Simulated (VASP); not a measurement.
# Sn3S5 (P4/mmm) in VASP: single point with PBE

Aim: the single point of Sn3S5 with PBE.

All numbers are computed with VASP 6.6.1; they aren't measurements. Logs are shortened: lines on timing, memory, paths and dates and some standing lists are left out, and cuts for length are marked.

**1. The cell of the first run**

Symmetry: P4/mmm, No. 123, tetragonal system. The conventional cell has a = 3.865 Å, b = 3.865 Å, c = 13.446 Å, α = 90.00°, β = 90.00°, γ = 90.00°. Within 3.3 Å of Sn (site symmetry 4mm) lie 5 S at 2.48 to 2.77 Å. Within 4.1 Å of Sn (site symmetry 4/mmm) lie 8 S at 3.09 Å and 4 Sn at 3.87 Å. S (site symmetry 4mm) has 1 S at 2.36 Å and 4 Sn at 2.77 Å within 3.1 Å. Within 3.1 Å of S (site symmetry 4/mmm) lie 2 S at 2.36 Å. Within 3.3 Å of S (site symmetry 4mm) lie 5 Sn at 2.48 to 3.09 Å and 1 S at 2.90 Å.

**2. Single point, PBE**

The input, INCAR:

```
SYSTEM = Sn3S5
PREC = Accurate ; ENCUT = 520
EDIFF = 1E-6 ; ISMEAR = 0
SIGMA = 0.2 ; LREAL = .False.
LASPH = .True. ; NELM = 60
ALGO = Normal ; ISIF = 2
LWAVE = .False. ; LCHARG = .False.
GGA = PE ; NBANDS = 46
```

The input, KPOINTS:

```
Automatic mesh
0
Gamma
  4 4 2
  0 0 0
```

The input, POSCAR:

```
Sn3S5
1.0
    3.8651659901      0.0000000000      0.0000000000
    0.0000000000      3.8651659901      0.0000000000
    0.0000000000      0.0000000000     13.4459712242
Sn S
3 5
Direct
    0.5000000000      0.5000000000      0.2078174037
    0.5000000000      0.5000000000      0.7921825963
    0.0000000000      0.0000000000      0.5000000000
    0.0000000000      0.0000000000      0.1756124974
    0.0000000000      0.0000000000      0.8243875026
    0.0000000000      0.0000000000      0.0000000000
    0.5000000000      0.5000000000      0.3923401619
    0.5000000000      0.5000000000      0.6076598381
```

Potentials or basis: VASP PAW PBE potentials, release 64 (Sn_d, S).

Launch:

```bash
$ cat potpaw_PBE.64/Sn_d/POTCAR potpaw_PBE.64/S/POTCAR > POTCAR
$ mpirun -np 1 vasp_std > vasp.out
```

OUTCAR:

```text
SYSTEM = Sn3S5
   PREC = Accurate
   ENCUT = 520
   EDIFF = 1E-6
   ISMEAR = 0
   LREAL = .False.
   LASPH = .True.
   NELM = 60
   ISIF = 2
   GGA = PE

 ion  position               nearest neighbor table
   1  0.500  0.500  0.208-   7 2.48   4 2.77   4 2.77   4 2.77   4 2.77
   2  0.500  0.500  0.792-   8 2.48   5 2.77   5 2.77   5 2.77   5 2.77
   3  0.000  0.000  0.500-   7 3.09   8 3.09   7 3.09   8 3.09   7 3.09   8 3.09   7 3.09   8 3.09

   4  0.000  0.000  0.176-   6 2.36   1 2.77   1 2.77   1 2.77   1 2.77
   5  0.000  0.000  0.824-   6 2.36   2 2.77   2 2.77   2 2.77   2 2.77
   6  0.000  0.000  0.000-   4 2.36   5 2.36
   7  0.500  0.500  0.392-   1 2.48   3 3.09   3 3.09   3 3.09   3 3.09
   8  0.500  0.500  0.608-   2 2.48   3 3.09   3 3.09   3 3.09   3 3.09

  LATTYP: Found a simple tetragonal cell.
 ALAT       =     3.8651659901
 C/A-ratio  =     3.4787564774

  Lattice vectors:

 A1 = (   3.8651659901,   0.0000000000,   0.0000000000)
 A2 = (   0.0000000000,   3.8651659901,   0.0000000000)
 A3 = (   0.0000000000,   0.0000000000,  13.4459712242)

Analysis of symmetry for initial positions (statically):
=====================================================================
 Subroutine PRICEL returns:
 Original cell was already a primitive cell.

 Routine SETGRP: Setting up the symmetry group for a
 simple tetragonal supercell.

 Subroutine GETGRP returns: Found 16 space group operations
 (whereof 16 operations were pure point group operations)
 out of a pool of 16 trial point group operations.

The static configuration has the point symmetry D_4h.

Analysis of symmetry for dynamics (positions and initial velocities):
=====================================================================
 Subroutine PRICEL returns:
 Original cell was already a primitive cell.

 Routine SETGRP: Setting up the symmetry group for a
 simple tetragonal supercell.

 Subroutine GETGRP returns: Found 16 space group operations
 (whereof 16 operations were pure point group operations)
 out of a pool of 16 trial point group operations.

The dynamic configuration has the point symmetry D_4h.

 Subroutine INISYM returns: Found 16 space group operations
 (whereof 16 operations are pure point group operations),
 and found     1 'primitive' translations

----------------------------------------------------------------------------------------

                                     Primitive cell

  volume of cell :     200.8762

  direct lattice vectors                    reciprocal lattice vectors
     3.865165990  0.000000000  0.000000000     0.258721101  0.000000000  0.000000000
     0.000000000  3.865165990  0.000000000     0.000000000  0.258721101  0.000000000
     0.000000000  0.000000000 13.445971224     0.000000000  0.000000000  0.074371719

  length of vectors
     3.865165990  3.865165990 13.445971224     0.258721101  0.258721101  0.074371719

  position of ions in fractional coordinates (direct lattice)
     0.500000000  0.500000000  0.207817404
     0.500000000  0.500000000  0.792182596
     0.000000000  0.000000000  0.500000000
     0.000000000  0.000000000  0.175612497
     0.000000000  0.000000000  0.824387503
     0.000000000  0.000000000  0.000000000
     0.500000000  0.500000000  0.392340162
     0.500000000  0.500000000  0.607659838

  ion indices of the primitive-cell ions
   primitive index   ion index
                 1           1
                 2           2
                 3           3
                 4           4
                 5           5
                 6           6
                 7           7
                 8           8

----------------------------------------------------------------------------------------

 KPOINTS: Automatic mesh

Automatic generation of k-mesh.
 Grid dimensions read from file:
 generate k-points for:    4    4    2

 Generating k-lattice:

  Cartesian coordinates                     Fractional coordinates (reciprocal lattice)
     0.064680275  0.000000000  0.000000000     0.250000000  0.000000000  0.000000000
     0.000000000  0.064680275  0.000000000     0.000000000  0.250000000  0.000000000
     0.000000000  0.000000000  0.037185860     0.000000000  0.000000000  0.500000000

  Length of vectors
     0.064680275  0.064680275  0.037185860

  Shift w.r.t. Gamma in fractional coordinates (k-lattice)
     0.000000000  0.000000000  0.000000000

 Subroutine IBZKPT returns following result:
 ===========================================

 Found     12 irreducible k-points:

 Following reciprocal coordinates:
            Coordinates               Weight
  0.000000  0.000000  0.000000      1.000000
  0.250000  0.000000  0.000000      4.000000
  0.500000  0.000000  0.000000      2.000000
  0.250000  0.250000  0.000000      4.000000
  0.500000  0.250000  0.000000      4.000000
  0.500000  0.500000  0.000000      1.000000
  0.000000  0.000000  0.500000      1.000000
  0.250000  0.000000  0.500000      4.000000
  0.500000  0.000000  0.500000      2.000000
  0.250000  0.250000  0.500000      4.000000
  0.500000  0.250000  0.500000      4.000000
  0.500000  0.500000  0.500000      1.000000
   k-points           NKPTS =     12   k-points in BZ     NKDIM =     12   number of bands    NBANDS=     46
   number of dos      NEDOS =    301   number of ions     NIONS =      8
   total plane-waves  NPLWV =  90000
   dimension x,y,z NGX =    30 NGY =   30 NGZ =  100
   dimension x,y,z NGXF=    60 NGYF=   60 NGZF=  200
   ions per type =               3   5
   NGX,Y,Z   is equivalent  to a cutoff of  12.90, 12.90, 12.36 a.u.
   NGXF,Y,Z  is equivalent  to a cutoff of  25.81, 25.81, 24.73 a.u.
 SYSTEM =  Sn3S5
   PREC   = accura    normal or accurate (medium, high low for compatibility)
   ISTART =      0    job   : 0-new  1-cont  2-samecut
   ICHARG =      2    charge: 1-file 2-atom 10-const
   ISPIN  =      1    spin polarized calculation?
   LNONCOLLINEAR =      F non collinear calculations
   LSORBIT =      F    spin-orbit coupling
   LASPH  =      T    aspherical Exc in radial PAW
   ENCUT  =  520.0 eV  38.22 Ry    6.18 a.u.   7.19  7.19 25.00*2*pi/ulx,y,z
   NELM   =     60;   NELMIN=  2; NELMDL= -5     # of ELM steps
   EDIFF  = 0.1E-05   stopping-criterion for ELM
   LREAL  =      F    real-space projection
   EDIFFG = 0.1E-04   stopping-criterion for IOM
   NSW    =      0    number of steps for IOM
   IBRION =     -1    ionic relax: 0-MD 1-quasi-New 2-CG
   NFREE  =      0    steps in history (QN), initial steepest desc. (CG)
   ISIF   =      2    stress and relaxation
   ISYM   =      2    0-nonsym 1-usesym 2-fastsym
   POTIM  = 0.5000    time-step for ionic-motion
   TEBEG  =    0.0;   TEEND  =   0.0 temperature during run
   PSTRESS=    0.0 pullay stress
   NELECT =      72.0000    total number of electrons
   NUPDOWN=      -1.0000    fix difference up-down
   EMIN   =  10.00;   EMAX   =-10.00  energy-range for DOS
   EFERMI =   0.00;   METHOD = LEGACY
   ISMEAR =     0;   SIGMA  =   0.20  broadening in eV -4-tet -1-fermi 0-gaus
   EFERMI_NEDOS =   21; number of points for ismear=-14 and -15
   IALGO  =     38    algorithm
   IMIX   =      4    mixing-type and parameters
     AMIX     =   0.40;   BMIX     =  1.00
     AMIX_MAG =   1.60;   BMIX_MAG =  1.00
  volume/ion in A,a.u.               =      25.11       169.45
  Fermi-wavevector in a.u.,A,eV,Ry     =   1.162901  2.197565 18.399693  1.352339
  Thomas-Fermi vector in A             =   2.299457
   LORBIT       =      0    0 simple, 1 ext, 2 COOP (PROOUT), +10 PAW based schemes
   GGA     = PE    functional components
   LHFCALC =     F    Hartree Fock is set to
   AEXX    =    0.0000 exact exchange contribution
   IVDW    =     0    specifies the selected vdW correction
   LEPSILON=     F    determine dielectric tensor
   LRPA    =     F    only Hartree local field effects (RPA)
 non-spin polarized calculation
 Gauss-broadening in eV      SIGMA  =   0.20
  energy-cutoff  :      520.00
  volume of cell :      200.88
 maximum number of plane-waves:      5436
 NGX is ok and might be reduce to    30
   NGX = 15   NGY = 15   NGZ = 51

 number of electron      71.9999974 magnetization

 Free energy of the ion-electron system (eV)
  ---------------------------------------------------
  ext. energy  EPLUGINS =         0.00000000
  ---------------------------------------------------
  free energy    TOTEN  =       -32.81733222 eV

  energy without entropy =      -32.71624494  energy(sigma->0) =      -32.76678858

 E-fermi :   4.7476     XC(G=0):  -9.3529

 val. band max:        4.7237209536   @ k =   0.2500   0.2500   0.5000
 cond. band min:       4.7696420133   @ k =   0.2500   0.0000   0.0000
 fundamental gap:      0.0459210598
 Fermi energy:         4.7475899536

 k-point     1 :       0.0000    0.0000    0.0000
  band No.  band energies     occupation
      1     -16.5656      2.00000
      2     -16.5656      2.00000
      3     -16.5570      2.00000
      4     -16.5528      2.00000
      5     -16.5387      2.00000
      6     -16.5387      2.00000
[... 38 lines left out ...]
     45      10.1433      0.00000
     46      10.4430      0.00000

 k-point     2 :       0.2500    0.0000    0.0000
  band No.  band energies     occupation
      1     -16.5551      2.00000
      2     -16.5541      2.00000
      3     -16.5540      2.00000
      4     -16.5491      2.00000
      5     -16.5491      2.00000
      6     -16.5358      2.00000
[... 38 lines left out ...]
     45       9.0204      0.00000
     46       9.4071      0.00000

 k-point     3 :       0.5000    0.0000    0.0000
  band No.  band energies     occupation
      1     -16.5594      2.00000
      2     -16.5594      2.00000
      3     -16.5540      2.00000
      4     -16.5482      2.00000
      5     -16.5472      2.00000
      6     -16.5394      2.00000
[... 430 lines left out ...]
     45       9.4899      0.00000
     46      10.1066      0.00000

 k-point    12 :       0.5000    0.5000    0.5000
  band No.  band energies     occupation
      1     -16.6042      2.00000
      2     -16.6039      2.00000
      3     -16.5416      2.00000
      4     -16.5356      2.00000
      5     -16.5355      2.00000
      6     -16.5355      2.00000
[... 38 lines left out ...]
     45      10.0838      0.00000
     46      10.1623      0.00000

------------------------ aborting loop because EDIFF is reached ----------------------------------------

  FORCE on cell =-STRESS in cart. coord.  units (eV):
  Direction    XX          YY          ZZ          XY          YZ          ZX
  --------------------------------------------------------------------------------------
  -------------------------------------------------------------------------------------
  Total       -0.0759567     -0.0759567      0.4729580      0.0000000      0.0000000      0.0000000
  in kB       -0.6058262     -0.6058262      3.7722867      0.0000000      0.0000000      0.0000000
  external PRESSURE =       0.8535447 kB  Pullay stress =       0.0000000 kB

 VOLUME and BASIS-vectors are now :
 -----------------------------------------------------------------------------
  energy-cutoff  :      520.00
  volume of cell :      200.88
      direct lattice vectors                 reciprocal lattice vectors
     3.865165990  0.000000000  0.000000000     0.258721101  0.000000000  0.000000000
     0.000000000  3.865165990  0.000000000     0.000000000  0.258721101  0.000000000
     0.000000000  0.000000000 13.445971224     0.000000000  0.000000000  0.074371719

 POSITION                                       TOTAL-FORCE (eV/Angst)
 -----------------------------------------------------------------------------------
      1.93258      1.93258      2.79431        -0.000000     -0.000000      0.003361
      1.93258      1.93258     10.65166         0.000000     -0.000000     -0.003361
      0.00000      0.00000      6.72299         0.000000      0.000000      0.000000
      0.00000      0.00000      2.36128         0.000000      0.000000     -0.030857
      0.00000      0.00000     11.08469         0.000000      0.000000      0.030857
      0.00000      0.00000      0.00000         0.000000      0.000000      0.000000
      1.93258      1.93258      5.27539         0.000000      0.000000     -0.068672
      1.93258      1.93258      8.17058         0.000000      0.000000      0.068672
 -----------------------------------------------------------------------------------
    total drift:                                0.000000      0.000000      0.000000

  FREE ENERGIE OF THE ION-ELECTRON SYSTEM (eV)
  ---------------------------------------------------
  free  energy   TOTEN  =       -32.8173322220 eV

  energy  without entropy=      -32.7162449445  energy(sigma->0) =      -32.76678858
```

It took 58 s on 1 thread of Intel Xeon 6975P-C (Granite Rapids), shared host; peak memory 0.32 GiB.

Results:

```yaml
Free_energy: -32.8173 eV
Pressure: 0.1 GPa
Largest_force: 0.069 eV/Å
Band_gap_on_the_k_mesh: zero (band 36 reaches 5.98 eV, above the bottom of band 37 at 3.85 eV)
```

Forces on the atoms (eV/Å):
```
Sn   0.000  0.000  0.003
Sn   0.000  0.000 -0.003
Sn   0.000  0.000  0.000
S    0.000  0.000 -0.031
S    0.000  0.000  0.031
S    0.000  0.000  0.000
S    0.000  0.000 -0.069
S    0.000  0.000  0.069
```

Caveat: the k points lie up to 0.41 Å⁻¹ apart; spin-orbit coupling is left out, which moves the levels of the heavy elements.
